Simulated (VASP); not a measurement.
# BaO (rock salt type) (Fm-3m) in VASP: single point with HSE06

Aim: the single point of BaO (rock salt type) with HSE06.

Everything below comes from runs of VASP 6.6.1. Logs are shortened: lines on timing, memory, paths and dates and some standing lists are left out, and cuts for length are marked.

## (1) The cell of the first run

The structure is cubic, space group Fm-3m (No. 225). Conventional cell: a = 5.590 Å, b = 5.590 Å, c = 5.590 Å, α = 90.00°, β = 90.00°, γ = 90.00°. Within 3.7 Å of Ba (site symmetry m-3m) lie 6 O at 2.79 Å. Within 3.7 Å of O (site symmetry m-3m) lie 6 Ba at 2.79 Å.

## (2) Single point, HSE06

The input, POSCAR:

```
BaO
1.0
    0.0000000000      2.7950000000      2.7950000000
    2.7950000000      0.0000000000      2.7950000000
    2.7950000000      2.7950000000      0.0000000000
Ba O
1 1
Direct
    0.0000000000      0.0000000000      0.0000000000
    0.5000000000      0.5000000000      0.5000000000
```

The input, INCAR.step1:

```
SYSTEM = BaO
PREC = Accurate
ENCUT = 520
EDIFF = 1E-5
ISMEAR = -1
SIGMA = 0.02
LREAL = .False.
LASPH = .True.
NELM = 120
ALGO = Normal
ISIF = 2
LWAVE = .True.
LCHARG = .False.
GGA = PE
NBANDS = 15
GGA_COMPAT = .False.
```

The input, INCAR.step2:

```
SYSTEM = BaO
PREC = Accurate
ENCUT = 520
EDIFF = 1E-6
ISMEAR = -1
SIGMA = 0.02
LREAL = .False.
LASPH = .True.
NELM = 120
ALGO = Normal
ISIF = 2
LWAVE = .False.
LCHARG = .False.
GGA = PE
LHFCALC = .True.
HFSCREEN = 0.2079
PRECFOCK = Normal
ISTART = 1
NBANDS = 15
GGA_COMPAT = .False.
```

The input, KPOINTS:

```
regular mesh
0
Gamma
  6 6 6
  0 0 0
```

Potentials or basis: VASP PAW PBE potentials, release 64 (Ba_sv, O).

Launch:

```bash
cat potpaw_PBE.64/Ba_sv/POTCAR potpaw_PBE.64/O/POTCAR > POTCAR
cp INCAR.step1 INCAR
mpirun -np 1 vasp_std > vasp.out
cp INCAR.step2 INCAR
mpirun -np 1 vasp_std > vasp.out
```

OUTCAR:

```text
SYSTEM = BaO
   PREC = Accurate
   ENCUT = 520
   EDIFF = 1E-6
   ISMEAR = -1
   LREAL = .False.
   LASPH = .True.
   NELM = 120
   ISIF = 2
   GGA = PE
   LHFCALC = .True.
   HFSCREEN = 0.2079
   PRECFOCK = Normal
   ISTART = 1

 ion  position               nearest neighbor table
   1  0.000  0.000  0.000-   2 2.79   2 2.79   2 2.79   2 2.79   2 2.79   2 2.79
   2  0.500  0.500  0.500-   1 2.79   1 2.79   1 2.79   1 2.79   1 2.79   1 2.79

  LATTYP: Found a face centered cubic cell.
 ALAT       =     5.5900000000

  Lattice vectors:

 A1 = (   0.0000000000,   2.7950000000,   2.7950000000)
 A2 = (   2.7950000000,   0.0000000000,   2.7950000000)
 A3 = (   2.7950000000,   2.7950000000,   0.0000000000)

Analysis of symmetry for initial positions (statically):
=====================================================================
 Subroutine PRICEL returns:
 Original cell was already a primitive cell.

 Routine SETGRP: Setting up the symmetry group for a
 face centered cubic supercell.

 Subroutine GETGRP returns: Found 48 space group operations
 (whereof 48 operations were pure point group operations)
 out of a pool of 48 trial point group operations.

The static configuration has the point symmetry O_h .

Analysis of symmetry for dynamics (positions and initial velocities):
=====================================================================
 Subroutine PRICEL returns:
 Original cell was already a primitive cell.

 Routine SETGRP: Setting up the symmetry group for a
 face centered cubic supercell.

 Subroutine GETGRP returns: Found 48 space group operations
 (whereof 48 operations were pure point group operations)
 out of a pool of 48 trial point group operations.

The dynamic configuration has the point symmetry O_h .

 Subroutine INISYM returns: Found 48 space group operations
 (whereof 48 operations are pure point group operations),
 and found     1 'primitive' translations

----------------------------------------------------------------------------------------

                                     Primitive cell

  volume of cell :      43.6692

  direct lattice vectors                    reciprocal lattice vectors
     0.000000000  2.795000000  2.795000000    -0.178890877  0.178890877  0.178890877
     2.795000000  0.000000000  2.795000000     0.178890877 -0.178890877  0.178890877
     2.795000000  2.795000000  0.000000000     0.178890877  0.178890877 -0.178890877

  length of vectors
[... 91 lines left out ...]
   IMIX   =      1    mixing-type and parameters
     AMIX     =   0.40;   BMIX     =  1.00
     AMIX_MAG =   1.60;   BMIX_MAG =  1.00
  volume/ion in A,a.u.               =      21.83       147.35
  Fermi-wavevector in a.u.,A,eV,Ry     =   1.171448  2.213716 18.671145  1.372290
  Thomas-Fermi vector in A             =   2.307892
   LORBIT       =      0    0 simple, 1 ext, 2 COOP (PROOUT), +10 PAW based schemes
   GGA     = PE    functional components
   LHFCALC =     T    Hartree Fock is set to
   PRECFOCK=normal    Normal, Fast or Accurate (Low or Medium for compatibility)
   ENCUT4O =  -1.0   cutoff for four orbital integrals eV
   NKREDX  =     1    reduce k-point grid by
   NKREDY  =     1    reduce k-point grid by
   NKREDZ  =     1    reduce k-point grid by
   AEXX    =    0.2500 exact exchange contribution
   HFSCREEN=    0.2079 screening length (either q_TF or 0.3 A-1)
   HFSCREENC=   0.2079 screening length for correlation (either q_TF or 0.3 A-1)
   ENCUTFOCK=  -1.0 apply spherical cutoff to Coloumb kernel
   IVDW    =     0    specifies the selected vdW correction
   LEPSILON=     F    determine dielectric tensor
   LRPA    =     F    only Hartree local field effects (RPA)
 non-spin polarized calculation
  energy-cutoff  :      520.00
  volume of cell :       43.67
 maximum number of plane-waves:      1243
 NGX is ok and might be reduce to    30
  NGX = 24; NGY = 24; NGZ = 24

 number of electron      16.0000002 magnetization

 Free energy of the ion-electron system (eV)
  ---------------------------------------------------
  ext. energy  EPLUGINS =         0.00000000
  ---------------------------------------------------
  free energy    TOTEN  =       -13.86162338 eV

  energy without entropy =      -13.86162338  energy(sigma->0) =      -13.86162338

 E-fermi :   1.2036     XC(G=0):  -7.8544

 val. band max:        0.7392719663   @ k =   0.5000   0.5000   0.0000
 cond. band min:       4.0761567299   @ k =   0.5000   0.5000   0.0000
 fundamental gap:      3.3368847636
 Fermi energy:         1.2035517858

 k-point     1 :       0.0000    0.0000    0.0000
  band No.  band energies     occupation
      1     -26.6690      2.00000
      2     -15.6914      2.00000
      3     -10.1374      2.00000
      4     -10.1374      2.00000
      5     -10.1374      2.00000
      6       0.4224      2.00000
      7       0.4224      2.00000
      8       0.4224      2.00000
      9       5.4899      0.00000
     10       6.8577      0.00000
     11       6.8577      0.00000
     12       6.8577      0.00000
     13       9.1298      0.00000
     14       9.1298      0.00000
[... 257 lines left out ...]
      2     -15.9853      2.00000
      3     -11.4048      2.00000
      4     -10.9595      2.00000
      5     -10.3473      2.00000
      6      -0.3089      2.00000
      7       0.5282      2.00000
      8       0.6268      2.00000
      9       5.3789      0.00000
     10       8.3582      0.00000
     11       8.8092      0.00000
     12      11.8111      0.00000
     13      12.0186      0.00000
     14      14.2378      0.00000
     15      14.5393      0.00000

------------------------ aborting loop because EDIFF is reached ----------------------------------------

  FORCE on cell =-STRESS in cart. coord.  units (eV):
  Direction    XX          YY          ZZ          XY          YZ          ZX
  --------------------------------------------------------------------------------------
  -------------------------------------------------------------------------------------
  Total       -0.2125027     -0.2125027     -0.2125027      0.0000000      0.0000000     -0.0000000
  in kB       -7.7964972     -7.7964972     -7.7964972      0.0000000      0.0000000     -0.0000000
  external PRESSURE =      -7.7964972 kB  Pullay stress =       0.0000000 kB

 VOLUME and BASIS-vectors are now :
 -----------------------------------------------------------------------------
  energy-cutoff  :      520.00
  volume of cell :       43.67
      direct lattice vectors                 reciprocal lattice vectors
     0.000000000  2.795000000  2.795000000    -0.178890877  0.178890877  0.178890877
     2.795000000  0.000000000  2.795000000     0.178890877 -0.178890877  0.178890877
     2.795000000  2.795000000  0.000000000     0.178890877  0.178890877 -0.178890877

 POSITION                                       TOTAL-FORCE (eV/Angst)
 -----------------------------------------------------------------------------------
      0.00000      0.00000      0.00000         0.000000     -0.000000     -0.000000
      2.79500      2.79500      2.79500        -0.000000      0.000000      0.000000
 -----------------------------------------------------------------------------------
    total drift:                               -0.000000     -0.000000     -0.000000

  FREE ENERGIE OF THE ION-ELECTRON SYSTEM (eV)
  ---------------------------------------------------
  free  energy   TOTEN  =       -13.8616233807 eV

  energy  without entropy=      -13.8616233807  energy(sigma->0) =      -13.86162338
```

OSZICAR.step1:

```text
N       E                     dE             d eps       ncg     rms          rms(c)
DAV:   1     0.781627098985E+02    0.78163E+02   -0.78674E+03   480   0.985E+02
DAV:   2    -0.106087958495E+02   -0.88772E+02   -0.79952E+02   678   0.197E+02
DAV:   3    -0.143678718376E+02   -0.37591E+01   -0.37312E+01   580   0.410E+01
DAV:   4    -0.144173435158E+02   -0.49472E-01   -0.49465E-01   585   0.481E+00
DAV:   5    -0.144183944049E+02   -0.10509E-02   -0.10509E-02   564   0.606E-01    0.946E+00
DAV:   6    -0.120776936201E+02    0.23407E+01   -0.88982E+00   494   0.215E+01    0.624E+00
DAV:   7    -0.118318965756E+02    0.24580E+00   -0.67906E-01   551   0.633E+00    0.214E+00
DAV:   8    -0.118076254715E+02    0.24271E-01   -0.10890E-01   571   0.327E+00    0.551E-01
DAV:   9    -0.118063093309E+02    0.13161E-02   -0.10537E-02   578   0.953E-01    0.166E-01
DAV:  10    -0.118076390899E+02   -0.13298E-02   -0.28623E-03   494   0.415E-01    0.491E-02
DAV:  11    -0.118076169982E+02    0.22092E-04   -0.16010E-04   606   0.103E-01    0.280E-02
DAV:  12    -0.118076244914E+02   -0.74932E-05   -0.22410E-05   493   0.403E-02
   1 F= -.11807624E+02 E0= -.11807624E+02  d E =-.132302E-10
```

Run time: 34 min. Hardware: 1 thread of Intel Xeon Platinum 8259CL at 2.50GHz (Skylake/Cascade Lake), shared host; peak memory 0.29 GiB.

What came out:

- Free energy: -13.8616 eV
- Pressure: -0.8 GPa
- Band gap on the k mesh: 3.34 eV

Caveat: the PAW data sets were made with another functional, which shifts forces and pressure a little; spin-orbit coupling is left out, which moves the levels of the heavy elements. A k mesh can miss the band edges.
